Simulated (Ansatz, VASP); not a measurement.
# One calculation of Ta2F, two programs

INCAR

```
SYSTEM = Ta2F
ALGO = Normal
EDIFF = 1E-7
ENCUT = 520
GGA = PE
ISIF = 2
ISMEAR = 0
ISPIN = 2
LASPH = .True.
LCHARG = .False.
LMAXMIX = 4
LORBIT = 11
LREAL = .False.
LWAVE = .False.
MAGMOM = 1 1 1 1 0 0
NBANDS = 42
NELM = 150
PREC = Accurate
SIGMA = 0.1
```

File KPOINTS:

```
k-points
0
Gamma
  6 6 2
  0 0 0
```

The input POSCAR:

```
Ta2F
1.0
    3.2911449221      0.0000000000      0.0000000000
    0.0000000000      3.2911449221      0.0000000000
    0.0000000000      0.0000000000      8.5958271279
Ta F
4 2
Direct
    0.5000000000      0.0000000000      0.7092120881
    0.0000000000      0.5000000000      0.9060652495
    0.0000000000      0.5000000000      0.2907879119
    0.5000000000      0.0000000000      0.0939347505
    0.0000000000      0.5000000000      0.5329746962
    0.5000000000      0.0000000000      0.4670253038
```

Input for Ansatz:

```yaml
crystal:
  lattice:
    - [3.2911449221, 0.0, 0.0]
    - [0.0, 3.2911449221, 0.0]
    - [0.0, 0.0, 8.5958271279]
  atoms:
    - { symbol: Ta, position: [0.5, 0.0, 0.7092120881], spin: 1.0 }
    - { symbol: Ta, position: [0.0, 0.5, 0.9060652495], spin: 1.0 }
    - { symbol: Ta, position: [0.0, 0.5, 0.2907879119], spin: 1.0 }
    - { symbol: Ta, position: [0.5, 0.0, 0.0939347505], spin: 1.0 }
    - { symbol: F, position: [0.0, 0.5, 0.5329746962] }
    - { symbol: F, position: [0.5, 0.0, 0.4670253038] }
basis:
  ecutwfc: 420
kpoints:
  mp_grid: { grid: [6, 6, 2] }
hamiltonian:
  xc: pbe
scf:
  occupations: { method: gaussian, width: 0.1 }
  lower_state_search: "off"
output:
  forces: true
  stress: true
  eigenvalues: true
  populations: true
magnetization:
  spin_polarized: true
```

Alike in both runs: task single point; functional PBE; k mesh 6 × 6 × 2; occupations gaussian, width 0.1 eV; collinear spin.

```csv
,VASP,Ansatz
version,VASP 6.6.1,Ansatz 0.2.0
potentials or method,"VASP PAW PBE potentials, release 64 (Ta_pv, F), cutoff 520 eV","scalar-relativistic, plane waves, PAW"
valence electrons in the cell,58,66
```

|  | VASP | Ansatz | Ansatz less VASP |
| --- | --- | --- | --- |
| gap on the k mesh at the Fermi level (eV) | none | none | - |
| pressure (GPa) | 0.1 | 0.1 | -0.03 |
| traceless stress, the component that is largest in VASP (GPa) | -0.55 | -0.83 | -0.274 |
| rms of the force components (eV/Å) | 0.125 | 0.106 | -0.0189 |
| net moment per atom (μB) | 0.00 | 0.00 | 0.000 |

Atom by atom the forces differ by 0.034 eV/Å (rms over components). A gap of «none» marks a metal or a gap that the smearing closes. The functional is the same, so the differences come from potentials, cutoffs and numerics. VASP's potentials hold 58 valence electrons a cell and Ansatz's 66, so a difference there can come from the potentials and not from the codes. Ansatz's warnings: seeded moment not kept.

The k mesh is coarse, so the values compare programs but aren't converged. Neither program's run includes spin-orbit coupling.
